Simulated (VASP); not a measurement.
# SbPt (P6_3/mmc) in VASP: a series of runs

The runs below take SbPt through single point, with LDA.

Everything below comes from runs of VASP 6.6.1. Logs are shortened: lines on timing, memory, paths and dates and some standing lists are left out, and cuts for length are marked.

## Step 1: The cell of the first run

It takes space group P6_3/mmc (No. 194, hexagonal). Conventional cell: a = 4.116 Å, b = 4.116 Å, c = 5.454 Å, α = 90.00°, β = 90.00°, γ = 120.00°. Within 3.7 Å of Sb (site symmetry -6m2) lie 6 Pt at 2.74 Å and 6 Sb at 3.62 Å. Pt (site symmetry -3m) has 2 Pt at 2.73 Å and 6 Sb at 2.74 Å within 3.6 Å.

## Step 2: Single point, LDA (20.01 Å³/atom)

Contents of INCAR:

```
SYSTEM = SbPt
PREC = Accurate
ENCUT = 520
EDIFF = 1E-6
ISMEAR = -1
SIGMA = 0.08
LREAL = .False.
LASPH = .True.
NELM = 80
ALGO = Normal
ISIF = 2
LWAVE = .False.
LCHARG = .False.
NBANDS = 23
```

Contents of KPOINTS:

```
Automatic mesh
0
Gamma
  11 11 8
  0 0 0
```

Contents of POSCAR:

```
SbPt
1.0
    4.1161850655      0.0000000000      0.0000000000
   -2.0580925328      3.5647208334      0.0000000000
    0.0000000000      0.0000000000      5.4536988600
Sb Pt
2 2
Direct
    0.3333333333      0.6666666667      0.2500000000
    0.6666666667      0.3333333333      0.7500000000
    0.0000000000      0.0000000000      0.0000000000
    0.0000000000      0.0000000000      0.5000000000
```

Potentials or basis: VASP PAW LDA potentials, release 64 (Sb, Pt).

The run is started by

```console
$ cat potpaw_LDA.64/Sb/POTCAR potpaw_LDA.64/Pt/POTCAR > POTCAR
$ mpirun -np 1 vasp_std > vasp.out
```

OUTCAR:

```text
SYSTEM = SbPt
   PREC = Accurate
   ENCUT = 520
   EDIFF = 1E-6
   ISMEAR = -1
   LREAL = .False.
   LASPH = .True.
   NELM = 80
   ISIF = 2

 ion  position               nearest neighbor table
   1  0.333  0.667  0.250-   3 2.74   4 2.74   3 2.74   4 2.74   3 2.74   4 2.74   2 3.62   2 3.62
                             2 3.62   2 3.62   2 3.62   2 3.62
   2  0.667  0.333  0.750-   3 2.74   4 2.74   3 2.74   4 2.74   3 2.74   4 2.74   1 3.62   1 3.62
                             1 3.62   1 3.62   1 3.62   1 3.62
   3  0.000  0.000  0.000-   4 2.73   4 2.73   1 2.74   2 2.74   2 2.74   1 2.74   2 2.74   1 2.74

   4  0.000  0.000  0.500-   3 2.73   3 2.73   1 2.74   2 2.74   2 2.74   1 2.74   2 2.74   1 2.74

  LATTYP: Found a hexagonal cell.
 ALAT       =     4.1161850655
 C/A-ratio  =     1.3249401505

  Lattice vectors:

 A1 = (   4.1161850655,   0.0000000000,   0.0000000000)
 A2 = (  -2.0580925328,   3.5647208334,   0.0000000000)
 A3 = (   0.0000000000,   0.0000000000,   5.4536988600)

Analysis of symmetry for initial positions (statically):
=====================================================================
 Subroutine PRICEL returns:
 Original cell was already a primitive cell.

 Routine SETGRP: Setting up the symmetry group for a
 hexagonal supercell.

 Subroutine GETGRP returns: Found 24 space group operations
 (whereof 12 operations were pure point group operations)
 out of a pool of 24 trial point group operations.

The static configuration has the point symmetry D_3d.
 The point group associated with its full space group is D_6h.

Analysis of symmetry for dynamics (positions and initial velocities):
=====================================================================
 Subroutine PRICEL returns:
 Original cell was already a primitive cell.

 Routine SETGRP: Setting up the symmetry group for a
 hexagonal supercell.

 Subroutine GETGRP returns: Found 24 space group operations
 (whereof 12 operations were pure point group operations)
 out of a pool of 24 trial point group operations.

The dynamic configuration has the point symmetry D_3d.
 The point group associated with its full space group is D_6h.

 Subroutine INISYM returns: Found 24 space group operations
 (whereof 12 operations are pure point group operations),
 and found     1 'primitive' translations

----------------------------------------------------------------------------------------

                                     Primitive cell

  volume of cell :      80.0224

  direct lattice vectors                    reciprocal lattice vectors
     4.116185065  0.000000000  0.000000000     0.242943401  0.140263438  0.000000000
    -2.058092533  3.564720833  0.000000000     0.000000000  0.280526876  0.000000000
     0.000000000  0.000000000  5.453698860     0.000000000  0.000000000  0.183361793

  length of vectors
     4.116185065  4.116185066  5.453698860     0.280526876  0.280526876  0.183361793

  position of ions in fractional coordinates (direct lattice)
     0.333333333  0.666666667  0.250000000
     0.666666667  0.333333333  0.750000000
     0.000000000  0.000000000  0.000000000
     0.000000000  0.000000000  0.500000000

  ion indices of the primitive-cell ions
   primitive index   ion index
                 1           1
                 2           2
                 3           3
                 4           4

----------------------------------------------------------------------------------------

 KPOINTS: Automatic mesh

Automatic generation of k-mesh.
 Grid dimensions read from file:
 generate k-points for:   11   11    8

 Generating k-lattice:

  Cartesian coordinates                     Fractional coordinates (reciprocal lattice)
     0.022085764  0.012751222  0.000000000     0.090909091  0.000000000  0.000000000
     0.000000000  0.025502443  0.000000000     0.000000000  0.090909091  0.000000000
     0.000000000  0.000000000  0.022920224     0.000000000  0.000000000  0.125000000

  Length of vectors
     0.025502443  0.025502443  0.022920224

  Shift w.r.t. Gamma in fractional coordinates (k-lattice)
     0.000000000  0.000000000  0.000000000

 Subroutine IBZKPT returns following result:
 ===========================================

 Found     80 irreducible k-points:

 Following reciprocal coordinates:
            Coordinates               Weight
  0.000000  0.000000  0.000000      1.000000
  0.090909  0.000000  0.000000      6.000000
  0.181818  0.000000  0.000000      6.000000
  0.272727  0.000000  0.000000      6.000000
  0.363636  0.000000  0.000000      6.000000
  0.454545  0.000000  0.000000      6.000000
[... 16 lines left out ...]
  0.090909  0.090909  0.125000     12.000000
  0.181818  0.090909  0.125000     24.000000
 [... further k-points ...]
   k-points           NKPTS =     80   k-points in BZ     NKDIM =     80   number of bands    NBANDS=     23
   number of dos      NEDOS =    301   number of ions     NIONS =      4
   total plane-waves  NPLWV =  43008
   dimension x,y,z NGX =    32 NGY =   32 NGZ =   42
   dimension x,y,z NGXF=    64 NGYF=   64 NGZF=   84
   ions per type =               2   2
   NGX,Y,Z   is equivalent  to a cutoff of  12.92, 12.92, 12.80 a.u.
   NGXF,Y,Z  is equivalent  to a cutoff of  25.85, 25.85, 25.61 a.u.
 SYSTEM =  SbPt
   PREC   = accura    normal or accurate (medium, high low for compatibility)
   ISTART =      0    job   : 0-new  1-cont  2-samecut
   ICHARG =      2    charge: 1-file 2-atom 10-const
   ISPIN  =      1    spin polarized calculation?
   LNONCOLLINEAR =      F non collinear calculations
   LSORBIT =      F    spin-orbit coupling
   LASPH  =      T    aspherical Exc in radial PAW
   ENCUT  =  520.0 eV  38.22 Ry    6.18 a.u.   7.65  7.65 10.14*2*pi/ulx,y,z
   NELM   =     80;   NELMIN=  2; NELMDL= -5     # of ELM steps
   EDIFF  = 0.1E-05   stopping-criterion for ELM
   LREAL  =      F    real-space projection
   EDIFFG = 0.1E-04   stopping-criterion for IOM
   NSW    =      0    number of steps for IOM
   IBRION =     -1    ionic relax: 0-MD 1-quasi-New 2-CG
   NFREE  =      0    steps in history (QN), initial steepest desc. (CG)
   ISIF   =      2    stress and relaxation
   ISYM   =      2    0-nonsym 1-usesym 2-fastsym
   POTIM  = 0.5000    time-step for ionic-motion
   TEBEG  =    0.0;   TEEND  =   0.0 temperature during run
   PSTRESS=    0.0 pullay stress
   NELECT =      30.0000    total number of electrons
   NUPDOWN=      -1.0000    fix difference up-down
   EMIN   =  10.00;   EMAX   =-10.00  energy-range for DOS
   EFERMI =   0.00;   METHOD = LEGACY
   ISMEAR =    -1;   SIGMA  =   0.08  broadening in eV -4-tet -1-fermi 0-gaus
   EFERMI_NEDOS =   21; number of points for ismear=-14 and -15
   IALGO  =     38    algorithm
   IMIX   =      4    mixing-type and parameters
     AMIX     =   0.40;   BMIX     =  1.00
     AMIX_MAG =   1.60;   BMIX_MAG =  1.00
  volume/ion in A,a.u.               =      20.01       135.00
  Fermi-wavevector in a.u.,A,eV,Ry     =   1.180442  2.230712 18.958954  1.393444
  Thomas-Fermi vector in A             =   2.316734
   LORBIT       =      0    0 simple, 1 ext, 2 COOP (PROOUT), +10 PAW based schemes
   GGA     = CA    functional components
   LHFCALC =     F    Hartree Fock is set to
   AEXX    =    0.0000 exact exchange contribution
   IVDW    =     0    specifies the selected vdW correction
   LEPSILON=     F    determine dielectric tensor
   LRPA    =     F    only Hartree local field effects (RPA)
 non-spin polarized calculation
  energy-cutoff  :      520.00
  volume of cell :       80.02
 maximum number of plane-waves:      2211
 NGX is ok and might be reduce to    32
   NGX = 15   NGY = 15   NGZ = 21

 number of electron      29.9999996 magnetization

 Free energy of the ion-electron system (eV)
  ---------------------------------------------------
  ext. energy  EPLUGINS =         0.00000000
  ---------------------------------------------------
  free energy    TOTEN  =       -26.35087377 eV

  energy without entropy =      -26.30952581  energy(sigma->0) =      -26.33019979

 E-fermi :  10.2700     XC(G=0): -11.7088

 val. band max:       10.2690494459   @ k =   0.2727   0.0909   0.5000
 cond. band min:      10.2773973627   @ k =   0.2727   0.2727   0.1250
 fundamental gap:      0.0083479168
 Fermi energy:        10.2700477358

 k-point     1 :       0.0000    0.0000    0.0000
  band No.  band energies     occupation
      1      -2.8108      2.00000
      2       1.1800      2.00000
      3       3.1395      2.00000
      4       4.1277      2.00000
      5       4.1277      2.00000
      6       4.1912      2.00000
[... 15 lines left out ...]
     22      15.5446      0.00000
     23      18.2291      0.00000

 k-point     2 :       0.0909    0.0000    0.0000
  band No.  band energies     occupation
      1      -2.7078      2.00000
      2       1.0630      2.00000
      3       3.2629      2.00000
      4       4.1546      2.00000
      5       4.1687      2.00000
      6       4.3189      2.00000
[... 15 lines left out ...]
     22      16.0548      0.00000
     23      17.1308      0.00000

 k-point     3 :       0.1818    0.0000    0.0000
  band No.  band energies     occupation
      1      -2.4045      2.00000
      2       0.7923      2.00000
      3       3.6233      2.00000
      4       4.0721      2.00000
      5       4.2141      2.00000
      6       4.7856      2.00000
[... 15 lines left out ...]
     22      17.0095      0.00000
     23      17.0886      0.00000
[... 495 lines left out ...]
 k-point    23 :       0.0909    0.0909    0.1250
  band No.  band energies     occupation
      1      -2.4238      2.00000
      2       0.6028      2.00000
      3       3.6179      2.00000
      4       4.2273      2.00000
      5       4.2652      2.00000
      6       4.9031      2.00000
[... 15 lines left out ...]
     22      16.6361      0.00000
     23      17.0497      0.00000

 k-point    24 :       0.1818    0.0909    0.1250
  band No.  band energies     occupation
      1      -2.0345      2.00000
      2       0.4461      2.00000
      3       3.8677      2.00000
      4       4.0377      2.00000
      5       4.2986      2.00000
      6       5.1045      2.00000
[... 15 lines left out ...]
     22      16.7950      0.00000
     23      17.5655      0.00000

 [... further k-points ...]
[... 5 lines left out ...]
  --------------------------------------------------------------------------------------
  -------------------------------------------------------------------------------------
  Total        1.0346674      1.0346674      0.5277428     -0.0000000      0.0000000      0.0000000
  in kB       20.7157080     20.7157080     10.5662615     -0.0000000      0.0000000      0.0000000
  external PRESSURE =      17.3325592 kB  Pullay stress =       0.0000000 kB

 VOLUME and BASIS-vectors are now :
 -----------------------------------------------------------------------------
  energy-cutoff  :      520.00
  volume of cell :       80.02
      direct lattice vectors                 reciprocal lattice vectors
     4.116185065  0.000000000  0.000000000     0.242943401  0.140263438  0.000000000
    -2.058092533  3.564720833  0.000000000     0.000000000  0.280526876  0.000000000
     0.000000000  0.000000000  5.453698860     0.000000000  0.000000000  0.183361793

 POSITION                                       TOTAL-FORCE (eV/Angst)
 -----------------------------------------------------------------------------------
     -0.00000      2.37648      1.36342         0.000000     -0.000000      0.000000
      2.05809      1.18824      4.09027        -0.000000      0.000000      0.000000
      0.00000      0.00000      0.00000        -0.000000      0.000000      0.000000
      0.00000      0.00000      2.72685         0.000000      0.000000      0.000000
 -----------------------------------------------------------------------------------
    total drift:                               -0.000000      0.000000      0.000000

  FREE ENERGIE OF THE ION-ELECTRON SYSTEM (eV)
  ---------------------------------------------------
  free  energy   TOTEN  =       -26.3508737700 eV

  energy  without entropy=      -26.3095258051  energy(sigma->0) =      -26.33019979
```

Wall time 1.9 min (1 thread of Intel Xeon 8259CL, shared host); peak memory 0.26 GiB.

Results:

```
Free energy            : -26.3509 eV
Pressure               : 1.7 GPa
Band gap on the k mesh : zero (bands 15 and 16 overlap by 4.01 eV)
```

Stress tensor (GPa, compression positive):
```
2.07 0.00 0.00
0.00 2.07 0.00
0.00 0.00 1.06
```

Levels at points of the mesh, in eV from the Fermi level:
| k point | band 13 | band 14 | band 15 | band 16 | band 17 | band 18 |
| --- | --- | --- | --- | --- | --- | --- |
| (0.00, 0.00, 0.00) | -0.10 | -0.10 | 0.76 | 2.33 | 2.38 | 3.66 |
| (0.00, 0.00, 0.50) | -1.22 | -1.22 | 2.38 | 2.38 | 2.38 | 2.38 |

Caveat: spin-orbit coupling is left out, which moves the levels of the heavy elements.

## Step 3: Single point, LDA (20.61 Å³/atom)

This run uses another cell than the first one, of 20.61 Å³/atom.

Contents of INCAR:

```
SYSTEM = SbPt
PREC = Accurate ; ENCUT = 520
EDIFF = 1E-7 ; ISMEAR = -1
SIGMA = 0.08 ; LREAL = .False.
LASPH = .True. ; NELM = 100
ALGO = Normal ; ISIF = 2
LWAVE = .False. ; LCHARG = .True.
GGA = CA ; LELF = .True.
LVHAR = .True. ; NBANDS = 23
```

Contents of KPOINTS:

```
regular mesh
0
Gamma
  11 11 8
  0 0 0
```

Contents of POSCAR:

```
SbPt
1.0
    4.1573496470      0.0000000000      0.0000000000
   -2.0786748235      3.6003704067      0.0000000000
    0.0000000000      0.0000000000      5.5082394667
Sb Pt
2 2
Direct
    0.3333333333      0.6666666667      0.2500000000
    0.6666666667      0.3333333333      0.7500000000
    0.0000000000      0.0000000000      0.0000000000
    0.0000000000      0.0000000000      0.5000000000
```

Potentials or basis: VASP PAW LDA potentials, release 64 (Sb, Pt).

The run is started by

```console
$ cat potpaw_LDA.64/Sb/POTCAR potpaw_LDA.64/Pt/POTCAR > POTCAR
$ mpirun -np 1 vasp_std > vasp.out
```

Wall time 2.2 min (1 thread of Intel Xeon 8259CL, shared host); peak memory 0.27 GiB.

The run converged. Its results:

| Property | Result |
| --- | --- |
| Free energy | -26.3434 eV |
| Pressure | -2.7 GPa |
| Band gap on the k mesh | zero (bands 15 and 16 overlap by 3.87 eV) |

Stress tensor (GPa, compression positive):
```
-2.20  0.00  0.00
 0.00 -2.20  0.00
 0.00  0.00 -3.68
```

Levels at points of the mesh, in eV from the Fermi level:
| k point | band 11 | band 12 | band 13 | band 14 | band 15 | band 16 | band 17 | band 18 | band 19 | band 20 |
| --- | --- | --- | --- | --- | --- | --- | --- | --- | --- | --- |
| (0.00, 0.00, 0.00) | -2.11 | -2.11 | -0.06 | -0.06 | 0.73 | 2.29 | 2.43 | 3.55 | 3.55 | 3.56 |
| (0.00, 0.00, 0.50) | -3.55 | -3.55 | -1.24 | -1.24 | 2.32 | 2.32 | 2.32 | 2.32 | 5.22 | 5.22 |

Caveat: spin-orbit coupling is left out, which moves the levels of the heavy elements.

## Step 4: Single point, LDA (21.42 Å³/atom)

This run uses another cell than the first one, of 21.42 Å³/atom.

Contents of INCAR:

```
ALGO     = Normal         # electronic algorithm
EDIFF    = 1E-7           # SCF threshold, eV
ENCUT    = 520            # plane-wave cutoff, eV
ISIF     = 2              # what is computed and relaxed
ISMEAR   = -1             # smearing method
LASPH    = T              # aspherical terms in the spheres
LCHARG   = F              # write CHGCAR
LREAL    = F              # projectors in reciprocal space
LWAVE    = F              # write WAVECAR
NBANDS   = 23             # bands
NELM     = 60             # most SCF steps
PREC     = Accurate       # precision mode
SIGMA    = 0.08           # smearing width, eV
```

Contents of KPOINTS:

```
k-points
0
Gamma
  11 11 8
```

Contents of POSCAR:

```
SbPt
1.0
    4.2109987854      0.0000000000      0.0000000000
   -2.1054993927      3.6468319235      0.0000000000
    0.0000000000      0.0000000000      5.5793213643
Sb Pt
2 2
Direct
    0.3333333333      0.6666666667      0.2500000000
    0.6666666667      0.3333333333      0.7500000000
    0.0000000000      0.0000000000      0.0000000000
    0.0000000000      0.0000000000      0.5000000000
```

The run is started by

```console
$ cat potpaw_LDA.64/Sb/POTCAR potpaw_LDA.64/Pt/POTCAR > POTCAR
$ mpirun -np 1 vasp_std > vasp.out
```

It took 2 min on 1 thread of Intel Xeon 8259CL, shared host; peak memory 0.27 GiB.

It converged, with:

| Property | Result |
| --- | --- |
| Free energy | -26.2400 eV |
| Pressure | -7.5 GPa |
| Band gap on the k mesh | zero (bands 15 and 16 overlap by 3.70 eV) |

Stress tensor (GPa, compression positive):
```
-6.82  0.00  0.00
 0.00 -6.82  0.00
 0.00  0.00 -8.76
```

Levels at points of the mesh, in eV from the Fermi level:
| k point | band 12 | band 13 | band 14 | band 15 | band 16 | band 17 | band 18 | band 19 |
| --- | --- | --- | --- | --- | --- | --- | --- | --- |
| (0.00, 0.00, 0.00) | -1.99 | -0.01 | -0.01 | 0.68 | 2.23 | 2.49 | 3.21 | 3.41 |
| (0.00, 0.00, 0.50) | -3.33 | -1.26 | -1.26 | 2.25 | 2.25 | 2.25 | 2.25 | 5.10 |

Caveat: the cell stands under tension; spin-orbit coupling is left out, which moves the levels of the heavy elements.

## Step 5: Overview

| cell | gap on the mesh (eV) | pressure (GPa) |
| --- | --- | --- |
| a = 4.116, b = 4.116, c = 5.454 Å, angles 90.0, 90.0, 120.0°, 4 atoms | none | 1.7 |
| a = 4.157, b = 4.157, c = 5.508 Å, angles 90.0, 90.0, 120.0°, 4 atoms | none | -2.7 |
| a = 4.211, b = 4.211, c = 5.579 Å, angles 90.0, 90.0, 120.0°, 4 atoms | none | -7.5 |

Alike in all rows: task single point; level LDA; potentials or basis VASP PAW LDA potentials, release 64 (Sb, Pt); no spin polarisation; k mesh 11 × 11 × 8; cutoff (eV) 520; smearing fermi-dirac 0.08 eV.

Caveats: spin-orbit coupling is left out, which moves the levels of the heavy elements; the cell stands under tension (at least some runs).

Total energies depend on the potentials used, so only differences within one code and one set of settings carry meaning.
